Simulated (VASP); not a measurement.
# C in VASP: single point with PBE+D3(BJ)

Aim: the single point of C with PBE+D3(BJ).

All numbers are computed with VASP 6.6.1; they aren't measurements. Logs are shortened: lines on timing, memory, paths and dates and some standing lists are left out, and cuts for length are marked.

### Step 1. The cell of the first run

The cell holds a slab with vacuum, 32 atoms: a = 9.864 Å, b = 9.864 Å, c = 11.000 Å, α = 90.00°, β = 90.00°, γ = 120.00°.

### Step 2. Single point, PBE+D3(BJ)

Input file INCAR:

```
SYSTEM = C
PREC     = Accurate       ! precision mode
ENCUT    = 520            ! plane-wave cutoff, eV
EDIFF    = 1E-6           ! SCF threshold, eV
ISMEAR   = -1             ! smearing method
SIGMA    = 0.02           ! smearing width, eV
LREAL    = Auto         
LASPH    = .TRUE.         ! aspherical terms in the spheres
NELM     = 60             ! most SCF steps
ALGO     = Normal         ! electronic algorithm
ISIF     = 2              ! what is computed and relaxed
LWAVE    = .FALSE.        ! write WAVECAR
LCHARG   = .FALSE.        ! write CHGCAR
GGA      = PE             ! functional
IVDW     = 12             ! dispersion correction
NBANDS   = 86             ! bands
```

Input file KPOINTS:

```
Automatic mesh
0
G
  2 2 1
  0 0 0
```

Input file POSCAR:

```
C
1.0
    9.8640000000      0.0000000000      0.0000000000
   -4.9320000000      8.5424750000      0.0000000000
    0.0000000000      0.0000000000     11.0000000000
C
32
Direct
    0.0112228467      0.0121861638      0.0954818182
    0.1818322931      0.0941998660      0.0638272727
    0.0047478033      0.2533926058      0.0906636364
    0.1710561424      0.3419500789      0.0826090909
    0.0023689880      0.5065627936      0.1044727273
    0.1720236283      0.5899110035      0.1058727273
    0.0058403038      0.7539149954      0.0963909091
    0.1736659243      0.8364437707      0.0845454545
    0.2611044034      0.0071642001      0.0686636364
    0.4262275261      0.0908167715      0.0882363636
    0.2576336472      0.2651456399      0.0702636364
    0.4276419951      0.3496878832      0.0854272727
    0.2541113816      0.5040459586      0.0930909091
    0.4224428984      0.5923107764      0.1046727273
    0.2576641461      0.7565488924      0.0937363636
    0.4209937958      0.8437718577      0.0903909091
    0.5061445435      0.0058413984      0.0869363636
    0.6675612254      0.0835003907      0.0763363636
    0.5039591883      0.2591754732      0.0836363636
    0.6723097344      0.3398546674      0.0945636364
    0.5129177747      0.5169344950      0.0927363636
    0.6880696123      0.6027410089      0.0995636364
    0.5041041836      0.7565254800      0.0973181818
    0.6819464227      0.8422383443      0.0888545455
    0.7572300621      0.0110740740      0.0760636364
    0.9182408167      0.0928887705      0.0814090909
    0.7519354397      0.2537086734      0.0863636364
    0.9167006604      0.3395854246      0.0893363636
    0.7545220298      0.5084357871      0.0954545455
    0.9215853733      0.5888925633      0.1011727273
    0.7675813303      0.7660426282      0.1006363636
    0.9381983408      0.8495313126      0.0904272727
```

Potentials or basis: VASP PAW PBE potentials, release 64 (C).

Started as:

```
$ cat potpaw_PBE.64/C/POTCAR > POTCAR
$ mpirun -np 1 vasp_std > vasp.out
```

OUTCAR:

```text
SYSTEM = C
   PREC = Accurate
   ENCUT = 520
   EDIFF = 1E-6
   ISMEAR = -1
   LREAL = Auto
   LASPH = .TRUE.
   NELM = 60
   ISIF = 2
   GGA = PE
   IVDW = 12
 IVDW          = 12

 ion  position               nearest neighbor table
   1  0.011  0.012  0.095-  32 1.39  26 1.49   2 1.50
   2  0.182  0.094  0.064-   9 1.42  11 1.47   1 1.50
   3  0.005  0.253  0.091-  26 1.38   4 1.42  28 1.49
   4  0.171  0.342  0.083-  13 1.39  11 1.40   3 1.42
   5  0.002  0.507  0.104-  30 1.39  28 1.44   6 1.45
   6  0.172  0.590  0.106-  15 1.43  13 1.44   5 1.45
[... 24 lines left out ...]
  31  0.768  0.766  0.101-  24 1.39  22 1.40  32 1.46
  32  0.938  0.850  0.090-   1 1.39   7 1.40  31 1.46

  LATTYP: Found a hexagonal cell.
 ALAT       =     9.8640000000
 C/A-ratio  =     1.1151662612

  Lattice vectors:

 A1 = (   9.8640000000,   0.0000000000,   0.0000000000)
 A2 = (  -4.9320000000,   8.5424750000,   0.0000000000)
 A3 = (   0.0000000000,   0.0000000000,  11.0000000000)

Analysis of symmetry for initial positions (statically):
=====================================================================
 Subroutine PRICEL returns:
 Original cell was already a primitive cell.

 Routine SETGRP: Setting up the symmetry group for a
 hexagonal supercell.

 Subroutine GETGRP returns: Found  1 space group operations
 (whereof  1 operations were pure point group operations)
 out of a pool of 24 trial point group operations.

The static configuration has the point symmetry C_1 .

Analysis of symmetry for dynamics (positions and initial velocities):
=====================================================================
 Subroutine PRICEL returns:
 Original cell was already a primitive cell.

 Routine SETGRP: Setting up the symmetry group for a
 hexagonal supercell.

 Subroutine GETGRP returns: Found  1 space group operations
 (whereof  1 operations were pure point group operations)
 out of a pool of 24 trial point group operations.

The dynamic configuration has the point symmetry C_1 .

 Subroutine INISYM returns: Found  1 space group operations
 (whereof  1 operations are pure point group operations),
 and found     1 'primitive' translations

[... 134 lines left out ...]
   LREAL  =      T    real-space projection
   EDIFFG = 0.1E-04   stopping-criterion for IOM
   NSW    =      0    number of steps for IOM
   IBRION =     -1    ionic relax: 0-MD 1-quasi-New 2-CG
   NFREE  =      0    steps in history (QN), initial steepest desc. (CG)
   ISIF   =      2    stress and relaxation
   ISYM   =      2    0-nonsym 1-usesym 2-fastsym
   POTIM  = 0.5000    time-step for ionic-motion
   TEBEG  =    0.0;   TEEND  =   0.0 temperature during run
   PSTRESS=    0.0 pullay stress
   NELECT =     128.0000    total number of electrons
   NUPDOWN=      -1.0000    fix difference up-down
   EMIN   =  10.00;   EMAX   =-10.00  energy-range for DOS
   EFERMI =   0.00;   METHOD = LEGACY
   ISMEAR =    -1;   SIGMA  =   0.02  broadening in eV -4-tet -1-fermi 0-gaus
   EFERMI_NEDOS =   21; number of points for ismear=-14 and -15
   IALGO  =     38    algorithm
   IMIX   =      4    mixing-type and parameters
     AMIX     =   0.40;   BMIX     =  1.00
     AMIX_MAG =   1.60;   BMIX_MAG =  1.00
  volume/ion in A,a.u.               =      28.97       195.47
  Fermi-wavevector in a.u.,A,eV,Ry     =   0.846191  1.599069  9.742302  0.716039
  Thomas-Fermi vector in A             =   1.961499
   LORBIT       =      0    0 simple, 1 ext, 2 COOP (PROOUT), +10 PAW based schemes
   GGA     = PE    functional components
   LHFCALC =     F    Hartree Fock is set to
   AEXX    =    0.0000 exact exchange contribution
   IVDW    =    12    specifies the selected vdW correction
   LEPSILON=     F    determine dielectric tensor
   LRPA    =     F    only Hartree local field effects (RPA)
 non-spin polarized calculation
  energy-cutoff  :      520.00
  volume of cell :      926.89
 maximum number of plane-waves:     24941
 NGX is ok and might be reduce to    80
   NGX = 37   NGY = 37   NGZ = 41

 number of electron     127.9999999 magnetization

 Free energy of the ion-electron system (eV)
  ---------------------------------------------------
  ext. energy  EPLUGINS =         0.00000000
  ---------------------------------------------------
  free energy    TOTEN  =      -292.75453574 eV

  energy without entropy =     -292.75453574  energy(sigma->0) =     -292.75453574

 E-fermi :  -1.9613     XC(G=0):  -3.9022

 val. band max:       -2.4513940868   @ k =   0.5000   0.5000   0.0000
 cond. band min:      -0.7683624453   @ k =   0.0000   0.5000   0.0000
 fundamental gap:      1.6830316415
 Fermi energy:        -1.9612815908

 k-point     1 :       0.0000    0.0000    0.0000
  band No.  band energies     occupation
      1     -21.0270      2.00000
      2     -19.7724      2.00000
      3     -19.6703      2.00000
      4     -19.6241      2.00000
      5     -19.4817      2.00000
      6     -19.4325      2.00000
[... 305 lines left out ...]
     75       3.0739      0.00000
     76       3.1247      0.00000
 [bands above 76 left out]

------------------------ aborting loop because EDIFF is reached ----------------------------------------

 Edisp (eV)   -2.84827

 E8    (eV) :    -0.8858

  FORCE on cell =-STRESS in cart. coord.  units (eV):
  Direction    XX          YY          ZZ          XY          YZ          ZX
  --------------------------------------------------------------------------------------
  -------------------------------------------------------------------------------------
  Total       0.30381     0.38538    -2.39439    -2.05790     0.27730     0.21340
  in kB       0.52515     0.66615    -4.13882    -3.55717     0.47933     0.36888
  external pressure =       -0.98 kB  Pullay stress =        0.00 kB

 VOLUME and BASIS-vectors are now :
 -----------------------------------------------------------------------------
  energy-cutoff  :      520.00
  volume of cell :      926.89
      direct lattice vectors                 reciprocal lattice vectors
     9.864000000  0.000000000  0.000000000     0.101378751  0.058531046  0.000000000
    -4.932000000  8.542475000  0.000000000     0.000000000  0.117062093  0.000000000
     0.000000000  0.000000000 11.000000000     0.000000000  0.000000000  0.090909091

 POSITION                                       TOTAL-FORCE (eV/Angst)
 -----------------------------------------------------------------------------------
      0.05060      0.10410      1.05030         1.150350      1.109101     -3.251107
      1.32900      0.80470      0.70210        -2.723832      0.646745      2.064954
     -1.20290      2.16460      0.99730        -2.314557      2.788672     -1.213561
      0.00080      2.92110      0.90870         0.161216     -1.108909      0.323095
     -2.47500      4.32730      1.14920         1.362645     -0.493860     -0.653492
     -1.21260      5.03930      1.16460         0.111511     -0.711196     -0.900058
[... 24 lines left out ...]
      3.79330      6.54390      1.10700         1.151682      0.301604     -0.815472
      5.06450      7.25710      0.99470        -2.934505     -1.496466      1.474646
 -----------------------------------------------------------------------------------
    total drift:                               -0.010974      0.026259     -0.012372

  FREE ENERGIE OF THE ION-ELECTRON SYSTEM (eV)
  ---------------------------------------------------
  free  energy   TOTEN  =      -295.6028090962 eV

  energy  without entropy=     -295.6028090962  energy(sigma->0) =     -295.60280910
```

stdout:

```text
POSCAR found type information on POSCAR C
 POSCAR found :  1 types and      32 ions
 scaLAPACK will be used
 LDA part: xc-table for (Slater+PW92), standard interpolation
 POSCAR, INCAR and KPOINTS ok, starting setup
 FFT: planning ... GRIDC
 FFT: planning ... GRID_SOFT
 FFT: planning ... GRID
 WAVECAR not read
 entering main loop
```

Wall time 11 min (1 thread of AMD EPYC 9R45 (Zen 5), shared host); peak memory 0.97 GiB.

Results:

```
Free energy                : -295.6028 eV
Largest force              : 4.596 eV/Å
Band gap on the k mesh     : 1.68 eV, indirect (least direct gap 1.70 eV)
Dispersion energy per atom : -0.089 eV
```

Forces in eV/Å, atoms in the order of the input:
```
C    1.150  1.109 -3.251
C   -2.724  0.647  2.065
C   -2.315  2.789 -1.214
C    0.161 -1.109  0.323
C    1.363 -0.494 -0.653
C    0.112 -0.711 -0.900
C    1.780  1.713 -0.786
C   -0.804  1.120  0.066
C   -0.373 -0.666  1.288
C   -1.526  0.714 -1.670
C    2.467 -1.293  0.485
C   -0.736 -0.655 -1.024
C   -0.682  2.009  1.299
C    0.346 -0.320 -1.541
C   -0.898 -0.546  0.450
C    2.447 -2.173  0.282
C   -0.651  0.464 -0.277
C    0.350  2.872  0.674
C    1.495  0.107  1.009
C   -1.565  0.218 -0.803
C    1.039 -0.222  0.869
C   -3.962 -2.311 -0.289
C    1.436  1.980 -0.242
C   -3.618  0.303  0.359
C    0.069 -2.873  0.556
C    3.719 -0.710  0.951
C   -0.093 -0.018 -0.131
C    2.230 -0.459  0.882
C    2.300 -0.490  0.642
C   -0.734  0.201 -0.078
C    1.152  0.302 -0.815
C   -2.935 -1.496  1.475
```
